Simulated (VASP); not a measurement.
# Ir (Fd-3m) in VASP: relaxation of cell and atoms with LDA

Aim: the relaxation of cell and atoms of Ir with LDA.

All numbers are computed with VASP 6.6.1; they aren't measurements. Logs are shortened: lines on timing, memory, paths and dates and some standing lists are left out, and cuts for length are marked.

### 1 The cell of the first run

The structure is cubic, space group Fd-3m (No. 227). Conventional cell: a = 5.476 Å, b = 5.476 Å, c = 5.476 Å, α = 90.00°, β = 90.00°, γ = 90.00°. Within 3.1 Å of Ir (site symmetry -43m) lie 4 Ir at 2.37 Å.

This isn't the form of Ir at room conditions, which is fcc.

### 2 Relaxation of cell and atoms, LDA

INCAR reads:

```
SYSTEM = Ir
ALGO = Normal
EDIFF = 1E-7
EDIFFG = -0.01
ENCUT = 500
GGA_COMPAT = .False.
IBRION = 2
ISIF = 3
ISMEAR = -1
LASPH = .True.
LCHARG = .False.
LREAL = .False.
LWAVE = .False.
NELM = 120
NELMIN = 4
NSW = 60
PREC = Accurate
SIGMA = 0.05
```

KPOINTS reads:

```
k-points
0
Gamma
  7 7 7
  0 0 0
```

POSCAR reads:

```
Ir
1.0
    0.0000000000      2.7382187225      2.7382187225
    2.7382187225      0.0000000000      2.7382187225
    2.7382187225      2.7382187225      0.0000000000
Ir
2
Direct
    1.0000000000      1.0000000000      1.0000000000
    0.2500000000      0.2500000000      0.2500000000
```

Potentials or basis: VASP PAW LDA potentials, release 64 (Ir).

On the command line:

```sh
cat potpaw_LDA.64/Ir/POTCAR > POTCAR
mpirun -np 1 vasp_std > vasp.out
```

OUTCAR:

```text
SYSTEM = Ir
   EDIFF = 1E-7
   EDIFFG = -0.01
   ENCUT = 500
   IBRION = 2
   ISIF = 3
   ISMEAR = -1
   LASPH = .True.
   LREAL = .False.
   NELM = 120
   NELMIN = 4
   NSW = 60
   PREC = Accurate

 ion  position               nearest neighbor table
   1  0.000  0.000  0.000-   2 2.37   2 2.37   2 2.37   2 2.37
   2  0.250  0.250  0.250-   1 2.37   1 2.37   1 2.37   1 2.37

  LATTYP: Found a face centered cubic cell.
 ALAT       =     5.4764374450

  Lattice vectors:

 A1 = (   0.0000000000,   2.7382187225,   2.7382187225)
 A2 = (   2.7382187225,   0.0000000000,   2.7382187225)
 A3 = (   2.7382187225,   2.7382187225,   0.0000000000)

Analysis of symmetry for initial positions (statically):
=====================================================================
 Subroutine PRICEL returns:
 Original cell was already a primitive cell.

 Routine SETGRP: Setting up the symmetry group for a
 face centered cubic supercell.

 Subroutine GETGRP returns: Found 48 space group operations
 (whereof 24 operations were pure point group operations)
 out of a pool of 48 trial point group operations.

The static configuration has the point symmetry T_d .
 The point group associated with its full space group is O_h .

Analysis of symmetry for dynamics (positions and initial velocities):
=====================================================================
 Subroutine PRICEL returns:
 Original cell was already a primitive cell.

 Routine SETGRP: Setting up the symmetry group for a
 face centered cubic supercell.

 Subroutine GETGRP returns: Found 48 space group operations
 (whereof 24 operations were pure point group operations)
 out of a pool of 48 trial point group operations.

The dynamic configuration has the point symmetry T_d .
 The point group associated with its full space group is O_h .

 Subroutine INISYM returns: Found 48 space group operations
 (whereof 24 operations are pure point group operations),
 and found     1 'primitive' translations

----------------------------------------------------------------------------------------

                                     Primitive cell

  volume of cell :      41.0615

  direct lattice vectors                    reciprocal lattice vectors
     0.000000000  2.738218723  2.738218723    -0.182600461  0.182600461  0.182600461
     2.738218723  0.000000000  2.738218723     0.182600461 -0.182600461  0.182600461
     2.738218723  2.738218723  0.000000000     0.182600461  0.182600461 -0.182600461

  length of vectors
     3.872426054  3.872426054  3.872426054     0.316273275  0.316273275  0.316273275

  position of ions in fractional coordinates (direct lattice)
     0.000000000  0.000000000  0.000000000
     0.250000000  0.250000000  0.250000000

  ion indices of the primitive-cell ions
   primitive index   ion index
                 1           1
                 2           2

----------------------------------------------------------------------------------------

 KPOINTS: k-points

Automatic generation of k-mesh.
 Grid dimensions read from file:
 generate k-points for:    7    7    7

 Generating k-lattice:

  Cartesian coordinates                     Fractional coordinates (reciprocal lattice)
    -0.026085780  0.026085780  0.026085780     0.142857143  0.000000000  0.000000000
     0.026085780 -0.026085780  0.026085780     0.000000000  0.142857143  0.000000000
     0.026085780  0.026085780 -0.026085780     0.000000000  0.000000000  0.142857143

  Length of vectors
     0.045181896  0.045181896  0.045181896

  Shift w.r.t. Gamma in fractional coordinates (k-lattice)
     0.000000000  0.000000000  0.000000000

 Subroutine IBZKPT returns following result:
 ===========================================

 Found     20 irreducible k-points:

 Following reciprocal coordinates:
            Coordinates               Weight
  0.000000  0.000000  0.000000      1.000000
  0.142857  0.000000  0.000000      8.000000
  0.285714  0.000000  0.000000      8.000000
  0.428571  0.000000  0.000000      8.000000
  0.142857  0.142857  0.000000      6.000000
  0.285714  0.142857  0.000000     24.000000
[... 12 lines left out ...]
 -0.428571  0.428571  0.142857     24.000000
 -0.285714  0.428571  0.142857     24.000000
   k-points           NKPTS =     20   k-points in BZ     NKDIM =     20   number of bands    NBANDS=     13
   number of dos      NEDOS =    301   number of ions     NIONS =      2
   total plane-waves  NPLWV =  21952
   dimension x,y,z NGX =    28 NGY =   28 NGZ =   28
   dimension x,y,z NGXF=    56 NGYF=   56 NGZF=   56
   ions per type =               2
   NGX,Y,Z   is equivalent  to a cutoff of  12.02, 12.02, 12.02 a.u.
   NGXF,Y,Z  is equivalent  to a cutoff of  24.04, 24.04, 24.04 a.u.
 SYSTEM =  Ir
   PREC   = accura    normal or accurate (medium, high low for compatibility)
   ISTART =      0    job   : 0-new  1-cont  2-samecut
   ICHARG =      2    charge: 1-file 2-atom 10-const
   ISPIN  =      1    spin polarized calculation?
   LNONCOLLINEAR =      F non collinear calculations
   LSORBIT =      F    spin-orbit coupling
   LASPH  =      T    aspherical Exc in radial PAW
   ENCUT  =  500.0 eV  36.75 Ry    6.06 a.u.   7.06  7.06  7.06*2*pi/ulx,y,z
   NELM   =    120;   NELMIN=  4; NELMDL= -5     # of ELM steps
   EDIFF  = 0.1E-06   stopping-criterion for ELM
   LREAL  =      F    real-space projection
   EDIFFG = -.1E-01   stopping-criterion for IOM
   NSW    =     60    number of steps for IOM
   IBRION =      2    ionic relax: 0-MD 1-quasi-New 2-CG
   NFREE  =      1    steps in history (QN), initial steepest desc. (CG)
   ISIF   =      3    stress and relaxation
   ISYM   =      2    0-nonsym 1-usesym 2-fastsym
   POTIM  = 0.5000    time-step for ionic-motion
   TEBEG  =    0.0;   TEEND  =   0.0 temperature during run
   PSTRESS=    0.0 pullay stress
   NELECT =      18.0000    total number of electrons
   NUPDOWN=      -1.0000    fix difference up-down
   EMIN   =  10.00;   EMAX   =-10.00  energy-range for DOS
   EFERMI =   0.00;   METHOD = LEGACY
   ISMEAR =    -1;   SIGMA  =   0.05  broadening in eV -4-tet -1-fermi 0-gaus
   EFERMI_NEDOS =   21; number of points for ismear=-14 and -15
   IALGO  =     38    algorithm
   IMIX   =      4    mixing-type and parameters
     AMIX     =   0.40;   BMIX     =  1.00
     AMIX_MAG =   1.60;   BMIX_MAG =  1.00
  volume/ion in A,a.u.               =      20.53       138.55
  Fermi-wavevector in a.u.,A,eV,Ry     =   1.243620  2.350100 21.042628  1.546590
  Thomas-Fermi vector in A             =   2.377922
   LORBIT       =      0    0 simple, 1 ext, 2 COOP (PROOUT), +10 PAW based schemes
   GGA     = CA    functional components
   LHFCALC =     F    Hartree Fock is set to
   AEXX    =    0.0000 exact exchange contribution
   IVDW    =     0    specifies the selected vdW correction
   LEPSILON=     F    determine dielectric tensor
   LRPA    =     F    only Hartree local field effects (RPA)
 conjugate gradient relaxation of ions
 non-spin polarized calculation
  energy-cutoff  :      500.00
  volume of cell :       41.06
 maximum number of plane-waves:      1051
   NGX = 15   NGY = 15   NGZ = 15

--------------------------------------- Ionic step        1  -------------------------------------------

 number of electron      17.9999999 magnetization

 Free energy of the ion-electron system (eV)
  ---------------------------------------------------
  ext. energy  EPLUGINS =         0.00000000
  ---------------------------------------------------
  free energy    TOTEN  =       -18.24343422 eV

  energy without entropy =      -18.22830095  energy(sigma->0) =      -18.23586759

------------------------ aborting loop because EDIFF is reached ----------------------------------------

  FORCE on cell =-STRESS in cart. coord.  units (eV):
  Direction    XX          YY          ZZ          XY          YZ          ZX
  --------------------------------------------------------------------------------------
  -------------------------------------------------------------------------------------
  Total        0.0557443      0.0557443      0.0557443     -0.0000000     -0.0000000      0.0000000
  in kB        2.1750868      2.1750868      2.1750868     -0.0000000     -0.0000000      0.0000000
  external PRESSURE =       2.1750868 kB  Pullay stress =       0.0000000 kB

 VOLUME and BASIS-vectors are now :
 -----------------------------------------------------------------------------
  energy-cutoff  :      500.00
  volume of cell :       41.06
      direct lattice vectors                 reciprocal lattice vectors
     0.000000000  2.738218723  2.738218723    -0.182600461  0.182600461  0.182600461
     2.738218723  0.000000000  2.738218723     0.182600461 -0.182600461  0.182600461
     2.738218723  2.738218723  0.000000000     0.182600461  0.182600461 -0.182600461
[... 37 lines left out ...]
 POSITION                                       TOTAL-FORCE (eV/Angst)
 -----------------------------------------------------------------------------------
      2.74190      5.48380      2.74190         0.000000      0.000000      0.000000
      1.37095      1.37095      1.37095        -0.000000     -0.000000     -0.000000
 -----------------------------------------------------------------------------------
    total drift:                                0.000000      0.000000      0.000000

  FREE ENERGIE OF THE ION-ELECTRON SYSTEM (eV)
  ---------------------------------------------------
  free  energy   TOTEN  =       -18.2432238120 eV

  energy  without entropy=      -18.2280941357  energy(sigma->0) =      -18.23565897

--------------------------------------- Ionic step        3  -------------------------------------------

 number of electron      17.9999999 magnetization

 Free energy of the ion-electron system (eV)
  ---------------------------------------------------
  ext. energy  EPLUGINS =         0.00000000
  ---------------------------------------------------
  free energy    TOTEN  =       -18.24346496 eV

  energy without entropy =      -18.22833394  energy(sigma->0) =      -18.23589945

 E-fermi :   5.6342     XC(G=0): -11.6618

 val. band max:        5.5423270155   @ k =   0.4286   0.2857   0.0000
 cond. band min:       5.6405871983   @ k =   0.4286   0.1429   0.0000
 fundamental gap:      0.0982601827
 Fermi energy:         5.6341665311

 k-point     1 :       0.0000    0.0000    0.0000
  band No.  band energies     occupation
      1      -2.7344      2.00000
      2       0.2275      2.00000
      3       0.2275      2.00000
      4       0.6917      2.00000
      5       0.6917      2.00000
      6       0.6917      2.00000
      7       3.7360      2.00000
      8       3.7360      2.00000
      9       3.7360      2.00000
     10       6.5065      0.00000
     11       6.5065      0.00000
     12      16.6440      0.00000
     13      16.6549      0.00000

 k-point     2 :       0.1429    0.0000    0.0000
  band No.  band energies     occupation
      1      -2.3710      2.00000
      2       0.0508      2.00000
      3       0.0508      2.00000
      4       0.6492      2.00000
      5       0.9906      2.00000
      6       0.9906      2.00000
      7       3.4392      2.00000
      8       3.7048      2.00000
      9       3.7048      2.00000
     10       6.4752      0.00000
     11       6.4752      0.00000
[... 310 lines left out ...]
 POSITION                                       TOTAL-FORCE (eV/Angst)
 -----------------------------------------------------------------------------------
      0.00000     -0.00000      0.00000        -0.000000     -0.000000     -0.000000
      1.36959      1.36959      1.36959         0.000000      0.000000      0.000000
 -----------------------------------------------------------------------------------
    total drift:                                0.000000      0.000000      0.000000

  FREE ENERGIE OF THE ION-ELECTRON SYSTEM (eV)
  ---------------------------------------------------
  free  energy   TOTEN  =       -18.2434649557 eV

  energy  without entropy=      -18.2283339442  energy(sigma->0) =      -18.23589945

 reached required accuracy - stopping structural energy minimisation
```

Wall time 36 s (1 thread of Intel Xeon Platinum 8175M at 2.50GHz (Skylake/Cascade Lake), shared host); peak memory 0.15 GiB.

Results:

| Item | Value |
| --- | --- |
| Free energy | -18.2435 eV |
| Relaxed volume | 20.55 Å³/atom |
| Relaxed cell | a = 3.874 Å, b = 3.874 Å, c = 3.874 Å, α = 60.00°, β = 60.00°, γ = 60.00° |
| Space group after relaxing (to 0.1 Å) | Fd-3m (No. 227) |
| Energy gained by relaxing | 0.0 meV/atom |
| Ionic steps | 3 |
| Pressure after relaxing | 0.0 GPa |
| Band gap on the k mesh | zero (bands 9 and 10 overlap by 1.48 eV) |

Final structure:
```yaml
crystal:
  lattice:
    - [0.00000, 2.73918, 2.73918]
    - [2.73918, 0.00000, 2.73918]
    - [2.73918, 2.73918, 0.00000]
  atoms:
    - { symbol: Ir, position: [0.00000, 0.00000, 0.00000] }
    - { symbol: Ir, position: [0.25000, 0.25000, 0.25000] }
```

Levels at points of the mesh, in eV from the Fermi level:
| k point | band 5 | band 6 | band 7 | band 8 | band 9 | band 10 | band 11 | band 12 | band 13 |
| --- | --- | --- | --- | --- | --- | --- | --- | --- | --- |
| (0.00, 0.00, 0.00) | -4.94 | -4.94 | -1.90 | -1.90 | -1.90 | 0.87 | 0.87 | 11.01 | 11.02 |

Caveat: spin-orbit coupling is left out, which moves the levels of the heavy elements.
